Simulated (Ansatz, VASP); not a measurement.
**TeW in VASP and in Ansatz**

```
W Te
1.0
     0.00000    3.02418    3.02418
     6.04835    3.02418    3.02418
     6.04835    6.04835    0.00000
W Te
2 2
Direct
  0.00000 0.00000 0.00000
  0.00000 0.00000 0.50000
  0.25000 0.25000 0.00000
  0.25000 0.25000 0.50000
```

Alike in both runs: task single point; functional PBEsol; k mesh 12 × 12 × 6; occupations gaussian, width 0.1 eV; collinear spin.

```csv
,VASP,Ansatz
version,VASP 6.6.1,Ansatz 0.2.0
potentials or method,"VASP PAW PBE potentials, release 64 (W_sv, Te), cutoff 520 eV","scalar-relativistic, plane waves, PAW"
valence electrons in the cell,40,60
```

|  | VASP | Ansatz | Ansatz less VASP |
| --- | --- | --- | --- |
| gap on the k mesh at the Fermi level (eV) | none | none | - |
| pressure (GPa) | 0.0 | -0.1 | -0.12 |
| net moment per atom (μB) | 0.00 | 0.00 | 0.000 |
| size of the moment on the site where the two differ most (μB) | 0.90 | 0.77 | -0.128 |

VASP's potentials were made for PBE, not for PBEsol. Site moments also hang on the region over which each program counts them. A gap of «none» marks a metal or a gap that the smearing closes. With one functional, cell and mesh, what is left measures potentials, basis and numerics. VASP's potentials hold 40 valence electrons a cell and Ansatz's 60, so a difference there can come from the potentials and not from the codes.

Neither program's run includes spin-orbit coupling.
